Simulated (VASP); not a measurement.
# Si3B (Pmmn) in VASP: notebook

Si3B is run at these levels: PBE; tasks: relaxation of cell and atoms.

Program: VASP 6.6.1. These are calculated values, not measurements. Logs are shortened: lines on timing, memory, paths and dates and some standing lists are left out, and cuts for length are marked.

### Step 1. The cell of the first run

The structure is orthorhombic, space group Pmmn (No. 59). Conventional cell: a = 3.454 Å, b = 7.215 Å, c = 5.205 Å, α = 90.00°, β = 90.00°, γ = 90.00°. Within 2.7 Å of Si (site symmetry m) lie 1 B at 2.01 Å and 3 Si at 2.38 to 2.39 Å. Si (site symmetry mm2) has 2 B at 2.03 Å and 2 Si at 2.39 Å within 2.7 Å. B (site symmetry mm2) has 4 Si at 2.01 to 2.03 Å within 2.7 Å.

### Step 2. Relaxation of cell and atoms, PBE

Contents of INCAR:

```
SYSTEM = Si3B
PREC = Accurate
ENCUT = 600
EDIFF = 1E-6
ISMEAR = 0
SIGMA = 0.1
LREAL = .False.
LASPH = .True.
NELM = 80
ALGO = Normal
ISIF = 3
LWAVE = .False.
LCHARG = .False.
GGA = PE
IBRION = 2
NSW = 100
EDIFFG = -0.01
```

Contents of KPOINTS:

```
regular mesh
0
Gamma
  10 4 6
  0 0 0
```

Contents of POSCAR:

```
Si3B
1.0
    3.4543772309      0.0000000000      0.0000000000
    0.0000000000      7.2153589753      0.0000000000
    0.0000000000      0.0000000000      5.2047030215
Si B
6 2
Direct
    0.5000000000      0.7334564876      0.1560403330
    0.5000000000      0.2665435124      0.1560403330
    0.0000000000      0.7665435124      0.8439596670
    0.0000000000      0.2334564876      0.8439596670
    0.0000000000      0.5000000000      0.5717170884
    0.5000000000      0.0000000000      0.4282829116
    0.5000000000      0.5000000000      0.3663923343
    0.0000000000      0.0000000000      0.6336076657
```

Potentials or basis: VASP PAW PBE potentials, release 64 (Si, B).

Run with:

```sh
$ cat potpaw_PBE.64/Si/POTCAR potpaw_PBE.64/B/POTCAR > POTCAR
$ mpirun -np 1 vasp_std > vasp.out
```

OUTCAR:

```text
SYSTEM = Si3B
   PREC = Accurate
   ENCUT = 600
   EDIFF = 1E-6
   ISMEAR = 0
   LREAL = .False.
   LASPH = .True.
   NELM = 80
   ISIF = 3
   GGA = PE
   IBRION = 2
   NSW = 100
   EDIFFG = -0.01

 ion  position               nearest neighbor table
   1  0.500  0.733  0.156-   7 2.01   3 2.38   3 2.38   6 2.39
   2  0.500  0.267  0.156-   7 2.01   4 2.38   4 2.38   6 2.39
   3  0.000  0.767  0.844-   8 2.01   1 2.38   1 2.38   5 2.39
   4  0.000  0.233  0.844-   8 2.01   2 2.38   2 2.38   5 2.39
   5  0.000  0.500  0.572-   7 2.03   7 2.03   3 2.39   4 2.39
   6  0.500  0.000  0.428-   8 2.03   8 2.03   1 2.39   2 2.39
   7  0.500  0.500  0.366-   1 2.01   2 2.01   5 2.03   5 2.03
   8  0.000  0.000  0.634-   3 2.01   4 2.01   6 2.03   6 2.03

  LATTYP: Found a simple orthorhombic cell.
 ALAT       =     3.4543772309
 B/A-ratio  =     1.5066979295
 C/A-ratio  =     2.0887582603

  Lattice vectors:

 A1 = (  -3.4543772309,   0.0000000000,   0.0000000000)
 A2 = (   0.0000000000,   0.0000000000,   5.2047030215)
 A3 = (   0.0000000000,   7.2153589753,   0.0000000000)

Analysis of symmetry for initial positions (statically):
=====================================================================
 Subroutine PRICEL returns:
 Original cell was already a primitive cell.

 Routine SETGRP: Setting up the symmetry group for a
 simple orthorhombic supercell.

 Subroutine GETGRP returns: Found  8 space group operations
 (whereof  4 operations were pure point group operations)
 out of a pool of  8 trial point group operations.

The static configuration has the point symmetry C_2v.
 The point group associated with its full space group is D_2h.

Analysis of symmetry for dynamics (positions and initial velocities):
=====================================================================
 Subroutine PRICEL returns:
 Original cell was already a primitive cell.

 Routine SETGRP: Setting up the symmetry group for a
 simple orthorhombic supercell.

 Subroutine GETGRP returns: Found  8 space group operations
 (whereof  4 operations were pure point group operations)
 out of a pool of  8 trial point group operations.

The dynamic configuration has the point symmetry C_2v.
 The point group associated with its full space group is D_2h.

 Subroutine INISYM returns: Found  8 space group operations
 (whereof  4 operations are pure point group operations),
 and found     1 'primitive' translations

----------------------------------------------------------------------------------------

                                     Primitive cell

  volume of cell :     129.7250

  direct lattice vectors                    reciprocal lattice vectors
     3.454377231  0.000000000  0.000000000     0.289487781  0.000000000  0.000000000
     0.000000000  7.215358975  0.000000000     0.000000000  0.138593243  0.000000000
     0.000000000  0.000000000  5.204703022     0.000000000  0.000000000  0.192133921

  length of vectors
     3.454377231  7.215358975  5.204703022     0.289487781  0.138593243  0.192133921

  position of ions in fractional coordinates (direct lattice)
     0.500000000  0.733456488  0.156040333
     0.500000000  0.266543512  0.156040333
     0.000000000  0.766543512  0.843959667
     0.000000000  0.233456488  0.843959667
     0.000000000  0.500000000  0.571717088
     0.500000000  0.000000000  0.428282912
     0.500000000  0.500000000  0.366392334
     0.000000000  0.000000000  0.633607666

  ion indices of the primitive-cell ions
   primitive index   ion index
                 1           1
                 2           2
                 3           3
                 4           4
                 5           5
                 6           6
                 7           7
                 8           8

----------------------------------------------------------------------------------------

 KPOINTS: regular mesh

Automatic generation of k-mesh.
 Grid dimensions read from file:
 generate k-points for:   10    4    6

 Generating k-lattice:

  Cartesian coordinates                     Fractional coordinates (reciprocal lattice)
     0.028948778  0.000000000  0.000000000     0.100000000  0.000000000  0.000000000
     0.000000000  0.034648311  0.000000000     0.000000000  0.250000000  0.000000000
     0.000000000  0.000000000  0.032022320     0.000000000  0.000000000  0.166666667

  Length of vectors
     0.028948778  0.034648311  0.032022320

  Shift w.r.t. Gamma in fractional coordinates (k-lattice)
     0.000000000  0.000000000  0.000000000

 Subroutine IBZKPT returns following result:
 ===========================================

 Found     72 irreducible k-points:

 Following reciprocal coordinates:
            Coordinates               Weight
  0.000000  0.000000  0.000000      1.000000
  0.100000  0.000000  0.000000      2.000000
  0.200000  0.000000  0.000000      2.000000
  0.300000  0.000000  0.000000      2.000000
  0.400000  0.000000  0.000000      2.000000
  0.500000  0.000000  0.000000      1.000000
[... 16 lines left out ...]
  0.400000  0.000000  0.166667      4.000000
  0.500000  0.000000  0.166667      2.000000
 [... further k-points ...]
   k-points           NKPTS =     72   k-points in BZ     NKDIM =     72   number of bands    NBANDS=     20
   number of dos      NEDOS =    301   number of ions     NIONS =      8
   total plane-waves  NPLWV =  70560
   dimension x,y,z NGX =    28 NGY =   60 NGZ =   42
   dimension x,y,z NGXF=    56 NGYF=  120 NGZF=   84
   ions per type =               6   2
   NGX,Y,Z   is equivalent  to a cutoff of  13.48, 13.82, 13.42 a.u.
   NGXF,Y,Z  is equivalent  to a cutoff of  26.95, 27.65, 26.83 a.u.
 SYSTEM =  Si3B
   PREC   = accura    normal or accurate (medium, high low for compatibility)
   ISTART =      0    job   : 0-new  1-cont  2-samecut
   ICHARG =      2    charge: 1-file 2-atom 10-const
   ISPIN  =      1    spin polarized calculation?
   LNONCOLLINEAR =      F non collinear calculations
   LSORBIT =      F    spin-orbit coupling
   LASPH  =      T    aspherical Exc in radial PAW
   ENCUT  =  600.0 eV  44.10 Ry    6.64 a.u.   6.90 14.41 10.40*2*pi/ulx,y,z
   NELM   =     80;   NELMIN=  2; NELMDL= -5     # of ELM steps
   EDIFF  = 0.1E-05   stopping-criterion for ELM
   LREAL  =      F    real-space projection
   EDIFFG = -.1E-01   stopping-criterion for IOM
   NSW    =    100    number of steps for IOM
   IBRION =      2    ionic relax: 0-MD 1-quasi-New 2-CG
   NFREE  =      1    steps in history (QN), initial steepest desc. (CG)
   ISIF   =      3    stress and relaxation
   ISYM   =      2    0-nonsym 1-usesym 2-fastsym
   POTIM  = 0.5000    time-step for ionic-motion
   TEBEG  =    0.0;   TEEND  =   0.0 temperature during run
   PSTRESS=    0.0 pullay stress
   NELECT =      30.0000    total number of electrons
   NUPDOWN=      -1.0000    fix difference up-down
   EMIN   =  10.00;   EMAX   =-10.00  energy-range for DOS
   EFERMI =   0.00;   METHOD = LEGACY
   ISMEAR =     0;   SIGMA  =   0.10  broadening in eV -4-tet -1-fermi 0-gaus
   EFERMI_NEDOS =   21; number of points for ismear=-14 and -15
   IALGO  =     38    algorithm
   IMIX   =      4    mixing-type and parameters
     AMIX     =   0.40;   BMIX     =  1.00
     AMIX_MAG =   1.60;   BMIX_MAG =  1.00
  volume/ion in A,a.u.               =      16.22       109.43
  Fermi-wavevector in a.u.,A,eV,Ry     =   1.004864  1.898918 13.738510  1.009752
  Thomas-Fermi vector in A             =   2.137507
   LORBIT       =      0    0 simple, 1 ext, 2 COOP (PROOUT), +10 PAW based schemes
   GGA     = PE    functional components
   LHFCALC =     F    Hartree Fock is set to
   AEXX    =    0.0000 exact exchange contribution
   IVDW    =     0    specifies the selected vdW correction
   LEPSILON=     F    determine dielectric tensor
   LRPA    =     F    only Hartree local field effects (RPA)
 conjugate gradient relaxation of ions
 non-spin polarized calculation
 Gauss-broadening in eV      SIGMA  =   0.10
  energy-cutoff  :      600.00
  volume of cell :      129.72
 maximum number of plane-waves:      4360
 NGX is ok and might be reduce to    28
   NGX = 13   NGY = 29   NGZ = 21

--------------------------------------- Ionic step        1  -------------------------------------------

 number of electron      30.0000000 magnetization

 Free energy of the ion-electron system (eV)
  ---------------------------------------------------
  ext. energy  EPLUGINS =         0.00000000
  ---------------------------------------------------
  free energy    TOTEN  =       -44.63632224 eV

  energy without entropy =      -44.62112410  energy(sigma->0) =      -44.62872317

------------------------ aborting loop because EDIFF is reached ----------------------------------------

  FORCE on cell =-STRESS in cart. coord.  units (eV):
  Direction    XX          YY          ZZ          XY          YZ          ZX
  --------------------------------------------------------------------------------------
  -------------------------------------------------------------------------------------
  Total       -0.7085023     -0.1415746      0.7090594      0.0000000      0.0000000      0.0000000
  in kB       -8.7504056     -1.7485270      8.7572856      0.0000000      0.0000000      0.0000000
  external PRESSURE =      -0.5805490 kB  Pullay stress =       0.0000000 kB
[... 107 lines left out ...]
  FREE ENERGIE OF THE ION-ELECTRON SYSTEM (eV)
  ---------------------------------------------------
  free  energy   TOTEN  =       -44.6644366902 eV

  energy  without entropy=      -44.6542016250  energy(sigma->0) =      -44.65931916

[... ionic steps 4 to 9 ...]

--------------------------------------- Ionic step       10  -------------------------------------------

 number of electron      29.9999998 magnetization

------------------------ aborting loop because EDIFF is reached ----------------------------------------
[... 79 lines left out ...]
--------------------------------------- Ionic step       12  -------------------------------------------

 number of electron      29.9999998 magnetization

 Free energy of the ion-electron system (eV)
  ---------------------------------------------------
  ext. energy  EPLUGINS =         0.00000000
  ---------------------------------------------------
  free energy    TOTEN  =       -44.67968943 eV

  energy without entropy =      -44.66955760  energy(sigma->0) =      -44.67462352

 E-fermi :   5.7308     XC(G=0):  -9.9349

 val. band max:        5.7188970365   @ k =   0.3000   0.0000   0.3333
 cond. band min:       5.7386415816   @ k =   0.0000   0.2500   0.3333
 fundamental gap:      0.0197445451
 Fermi energy:         5.7307929880

 k-point     1 :       0.0000    0.0000    0.0000
  band No.  band energies     occupation
      1      -6.2636      2.00000
      2      -4.0500      2.00000
      3      -3.8537      2.00000
      4      -1.6855      2.00000
      5      -1.6229      2.00000
      6       0.5759      2.00000
[... 541 lines left out ...]
     19       8.3256      0.00000
     20       8.3256      0.00000

 [... further k-points ...]
[... 5 lines left out ...]
  --------------------------------------------------------------------------------------
  -------------------------------------------------------------------------------------
  Total       -0.0075620      0.0416960     -0.0195069      0.0000000      0.0000000      0.0000000
  in kB       -0.0937525      0.5169439     -0.2418452      0.0000000      0.0000000      0.0000000
  external PRESSURE =       0.0604487 kB  Pullay stress =       0.0000000 kB
[... 23 lines left out ...]
  FREE ENERGIE OF THE ION-ELECTRON SYSTEM (eV)
  ---------------------------------------------------
  free  energy   TOTEN  =       -44.6796894327 eV

  energy  without entropy=      -44.6695576008  energy(sigma->0) =      -44.67462352

 reached required accuracy - stopping structural energy minimisation
```

Run time: 17 min. Hardware: 1 thread of Intel Xeon 8259CL, shared host; peak memory 0.38 GiB.

Results:

```
Free energy                           : -44.6797 eV
Relaxed volume                        : 16.15 Å³/atom
Relaxed cell                          : a = 3.384 Å, b = 7.242 Å, c = 5.274 Å, α = 90.00°, β = 90.00°, γ = 90.00°
Space group after relaxing (to 0.1 Å) : Pmmn (No. 59)
Energy gained by relaxing             : 5.4 meV/atom
Ionic steps                           : 12
Pressure after relaxing               : 0.0 GPa
Largest force after relaxing          : 0.005 eV/Å
Band gap on the k mesh                : zero (bands 15 and 16 overlap by 3.98 eV)
```

Forces on the atoms (eV/Å):
```
Si   0.000 -0.001 -0.001
Si   0.000  0.001 -0.001
Si   0.000  0.001  0.001
Si   0.000 -0.001  0.001
Si   0.000  0.000 -0.005
Si   0.000  0.000  0.005
B    0.000  0.000  0.000
B    0.000  0.000  0.000
```

Step by step:
```tsv
step	energy change (eV)	largest force (eV/Å)	pressure (GPa)	volume (Å³)
1	0.0000	0.2914	-0.06	129.72
2	-0.0234	0.1069	-0.03	129.61
3	-0.0281	0.0908	0.00	129.54
4	-0.0404	0.0947	-0.12	129.47
5	-0.0419	0.0974	-0.17	129.44
6	-0.0429	0.0364	0.01	129.23
7	-0.0429	0.0308	0.04	129.19
8	-0.0431	0.0222	0.02	129.22
9	-0.0432	0.0251	-0.03	129.29
10	-0.0433	0.0136	-0.01	129.25
11	-0.0433	0.0119	0.01	129.22
12	-0.0434	0.0046	0.01	129.23
```

Final structure:
```cif
data_structure
_symmetry_space_group_name_H-M 'P 1'
_symmetry_Int_Tables_number 1
_cell_length_a 3.3838
_cell_length_b 7.2419
_cell_length_c 5.2735
_cell_angle_alpha 90.000
_cell_angle_beta 90.000
_cell_angle_gamma 90.000
_cell_volume 129.23
loop_
_atom_site_label
_atom_site_type_symbol
_atom_site_fract_x
_atom_site_fract_y
_atom_site_fract_z
_atom_site_occupancy
Si1 Si 0.50000 0.73408 0.16153 1
Si2 Si 0.50000 0.26592 0.16153 1
Si3 Si 0.00000 0.76592 0.83847 1
Si4 Si 0.00000 0.23408 0.83847 1
Si5 Si 0.00000 0.50000 0.57355 1
Si6 Si 0.50000 0.00000 0.42645 1
B1 B 0.50000 0.50000 0.36154 1
B2 B 0.00000 0.00000 0.63846 1
```

Levels at points of the mesh, in eV from the Fermi level:
| k point | band 12 | band 13 | band 14 | band 15 | band 16 | band 17 | band 18 | band 19 | band 20 |
| --- | --- | --- | --- | --- | --- | --- | --- | --- | --- |
| (0.00, 0.00, 0.00) | -0.34 | 0.75 | 0.99 | 1.24 | 1.54 | 2.24 | 2.79 | 3.73 | 3.93 |
| (0.50, 0.00, 0.00) | -2.42 | -2.19 | -2.19 | -0.44 | -0.44 | 0.96 | 0.96 | 2.06 | 2.06 |
| (0.00, 0.50, 0.00) | -1.02 | -0.83 | -0.83 | 1.90 | 1.90 | 3.33 | 3.33 | 4.70 | 4.70 |
| (0.50, 0.50, 0.00) | -2.80 | -2.10 | -2.10 | -2.08 | -2.08 | 2.33 | 2.33 | 3.18 | 3.18 |
| (0.00, 0.00, 0.50) | -0.51 | -0.47 | -0.33 | 0.96 | 1.47 | 2.24 | 3.11 | 3.12 | 3.34 |
| (0.50, 0.00, 0.50) | -3.14 | -0.40 | -0.40 | -0.38 | -0.38 | 2.81 | 2.81 | 4.33 | 4.33 |
| (0.00, 0.50, 0.50) | -0.93 | -0.70 | -0.70 | 1.10 | 1.10 | 4.08 | 4.08 | 4.51 | 4.51 |
| (0.50, 0.50, 0.50) | -2.72 | -1.44 | -1.44 | -1.40 | -1.40 | 3.62 | 3.62 | 3.83 | 3.83 |

### Step 3. Relaxation of cell and atoms, PBE

Contents of INCAR:

```
PREC     = Accurate       # precision mode
ENCUT    = 600            # plane-wave cutoff, eV
EDIFF    = 1E-7           # SCF threshold, eV
ISMEAR   = 0              # smearing method
SIGMA    = 0.1            # smearing width, eV
LREAL    = False          # projectors in reciprocal space
LASPH    = True           # aspherical terms in the spheres
NELM     = 60             # most SCF steps
ALGO     = Normal         # electronic algorithm
ISIF     = 3              # what is computed and relaxed
LWAVE    = False          # write WAVECAR
LCHARG   = False          # write CHGCAR
GGA      = PE             # functional
IBRION   = 2              # ionic algorithm
NSW      = 100            # ionic steps
EDIFFG   = -0.01          # ionic threshold
```

Contents of KPOINTS:

```
regular mesh
0
Gamma
  10 4 6
```

Contents of POSCAR:

```
Si3B
1.0
    3.4577857600      0.0000000000      0.0000000000
    0.0000000000      7.2173683694      0.0000000000
    0.0000000000      0.0000000000      5.2014300765
Si B
6 2
Direct
    0.5000000000      0.7333030298      0.1558239887
    0.5000000000      0.2666969702      0.1558239887
    0.0000000000      0.7666969702      0.8441760113
    0.0000000000      0.2333030298      0.8441760113
    0.0000000000      0.5000000000      0.5717298381
    0.5000000000      0.0000000000      0.4282701619
    0.5000000000      0.5000000000      0.3662259352
    0.0000000000      0.0000000000      0.6337740648
```

Potentials or basis: VASP PAW PBE potentials, release 64 (Si, B).

Run with:

```sh
$ cat potpaw_PBE.64/Si/POTCAR potpaw_PBE.64/B/POTCAR > POTCAR
$ mpirun -np 1 vasp_std > vasp.out
```

It took 19 min on 1 thread of Intel Xeon 8259CL, shared host; peak memory 0.39 GiB.

It converged, with:

| Property | Result |
| --- | --- |
| Free energy | -44.6797 eV |
| Relaxed volume | 16.15 Å³/atom |
| Relaxed cell | a = 3.384 Å, b = 7.241 Å, c = 5.274 Å, α = 90.00°, β = 90.00°, γ = 90.00° |
| Space group after relaxing (to 0.1 Å) | Pmmn (No. 59) |
| Energy gained by relaxing | 5.7 meV/atom |
| Ionic steps | 12 |
| Pressure after relaxing | 0.0 GPa |
| Largest force after relaxing | 0.004 eV/Å |
| Band gap on the k mesh | zero (bands 15 and 16 overlap by 3.98 eV) |

Forces in eV/Å, atoms in the order of the input:
```
Si   0.000  0.001  0.001
Si   0.000 -0.001  0.001
Si   0.000 -0.001 -0.001
Si   0.000  0.001 -0.001
Si   0.000  0.000 -0.004
Si   0.000  0.000  0.004
B    0.000  0.000  0.000
B    0.000  0.000  0.000
```

The path:
```tsv
step	energy change (eV)	largest force (eV/Å)	pressure (GPa)	volume (Å³)
1	0.0000	0.2931	-0.11	129.81
2	-0.0238	0.1201	-0.01	129.59
3	-0.0298	0.1046	0.09	129.44
4	-0.0420	0.1061	-0.06	129.41
5	-0.0437	0.1082	-0.13	129.39
6	-0.0449	0.0428	0.00	129.24
7	-0.0450	0.0364	0.03	129.20
8	-0.0452	0.0243	0.02	129.22
9	-0.0453	0.0297	-0.02	129.28
10	-0.0455	0.0194	-0.02	129.26
11	-0.0455	0.0166	-0.01	129.25
12	-0.0455	0.0043	0.01	129.22
```

Final structure:
```yaml
crystal:
  lattice:
    - [3.38367, 0.00000, 0.00000]
    - [0.00000, 7.24132, 0.00000]
    - [0.00000, 0.00000, 5.27385]
  atoms:
    - { symbol: Si, position: [0.50000, 0.73406, 0.16150] }
    - { symbol: Si, position: [0.50000, 0.26594, 0.16150] }
    - { symbol: Si, position: [0.00000, 0.76594, 0.83850] }
    - { symbol: Si, position: [0.00000, 0.23406, 0.83850] }
    - { symbol: Si, position: [0.00000, 0.50000, 0.57357] }
    - { symbol: Si, position: [0.50000, 0.00000, 0.42643] }
    - { symbol: B, position: [0.50000, 0.50000, 0.36156] }
    - { symbol: B, position: [0.00000, 0.00000, 0.63844] }
```

Levels at points of the mesh, in eV from the Fermi level:
| k point | band 13 | band 14 | band 15 | band 16 | band 17 | band 18 | band 19 | band 20 |
| --- | --- | --- | --- | --- | --- | --- | --- | --- |
| (0.00, 0.00, 0.00) | 0.75 | 0.99 | 1.24 | 1.54 | 2.24 | 2.79 | 3.73 | 3.94 |
| (0.50, 0.00, 0.00) | -2.19 | -2.19 | -0.43 | -0.43 | 0.96 | 0.96 | 2.06 | 2.06 |
| (0.00, 0.50, 0.00) | -0.84 | -0.84 | 1.90 | 1.90 | 3.33 | 3.33 | 4.70 | 4.70 |
| (0.50, 0.50, 0.00) | -2.10 | -2.10 | -2.08 | -2.08 | 2.33 | 2.33 | 3.18 | 3.18 |
| (0.00, 0.00, 0.50) | -0.47 | -0.33 | 0.96 | 1.47 | 2.24 | 3.11 | 3.12 | 3.34 |
| (0.50, 0.00, 0.50) | -0.40 | -0.40 | -0.38 | -0.38 | 2.81 | 2.81 | 4.33 | 4.33 |
| (0.00, 0.50, 0.50) | -0.70 | -0.70 | 1.10 | 1.10 | 4.08 | 4.08 | 4.50 | 4.50 |
| (0.50, 0.50, 0.50) | -1.44 | -1.44 | -1.40 | -1.40 | 3.62 | 3.62 | 3.83 | 3.83 |

The gap in the log of VASP goes by the Fermi energy; the results here count the filled bands.